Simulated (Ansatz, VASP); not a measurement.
**C in VASP and in Ansatz**

File INCAR:

```
ALGO     = Normal         # electronic algorithm
EDIFF    = 1E-6           # SCF threshold, eV
ENCUT    = 520            # plane-wave cutoff, eV
GGA      = PE             # functional
ISIF     = 2              # what is computed and relaxed
ISMEAR   = 0              # smearing method
LASPH    = True           # aspherical terms in the spheres
LCHARG   = True           # write CHGCAR
LELF     = True           # ELF
LREAL    = False          # projectors in reciprocal space
LVHAR    = True         
LWAVE    = False          # write WAVECAR
NBANDS   = 11             # bands
NELM     = 60             # most SCF steps
PREC     = Accurate       # precision mode
SIGMA    = 0.05           # smearing width, eV
```

File KPOINTS:

```
k-points
0
Gamma
  12 12 12
```

File POSCAR:

```
C
1.0
    0.0000000000      1.7857375319      1.8660957208
    1.7857375319      0.0000000000      1.8660957208
    1.7857375319      1.7857375319      0.0000000000
C
2
Direct
    0.5000000000      0.5000000000      0.5000000000
    0.7500000000      0.7500000000      0.7500000000
```

Input for Ansatz:

```yaml
crystal:
  lattice:
    - [0.0, 1.7857375319, 1.8660957208]
    - [1.7857375319, 0.0, 1.8660957208]
    - [1.7857375319, 1.7857375319, 0.0]
  atoms:
    - { symbol: C, position: [0.5, 0.5, 0.5] }
    - { symbol: C, position: [0.75, 0.75, 0.75] }
basis:
  ecutwfc: 420
kpoints:
  mp_grid: { grid: [12, 12, 12] }
hamiltonian:
  xc: pbe
scf:
  occupations: { method: gaussian, width: 0.05 }
output:
  forces: true
  stress: true
  eigenvalues: true
```

Change from the starting cell: strain +0.0450 x Voigt [0, 0, 1, 0, 0, 0], atoms carried along.

Alike in both runs: task single point; functional PBE; k mesh 12 × 12 × 12; occupations gaussian, width 0.05 eV; no spin polarisation.

```csv
,VASP,Ansatz
version,VASP 6.6.1,Ansatz 0.2.0
potentials or method,"VASP PAW PBE potentials, release 64 (C), cutoff 520 eV","scalar-relativistic, plane waves, PAW"
valence electrons in the cell,8,8
```

Ansatz gave:

| Quantity | Value |
| --- | --- |
| gap on the k mesh at the Fermi level (eV) | 3.52 |
| least direct gap on the mesh (eV) | 5.08 |
| pressure (GPa) | -17.4 |
| traceless stress, the component that is largest in VASP (GPa) | -27.04 |

**Question.** Which values does VASP return?

**Answer.** gap on the k mesh at the Fermi level (eV): 3.51; least direct gap on the mesh (eV): 5.07; pressure (GPa): -17.0; traceless stress, the component that is largest in VASP (GPa): -27.04.
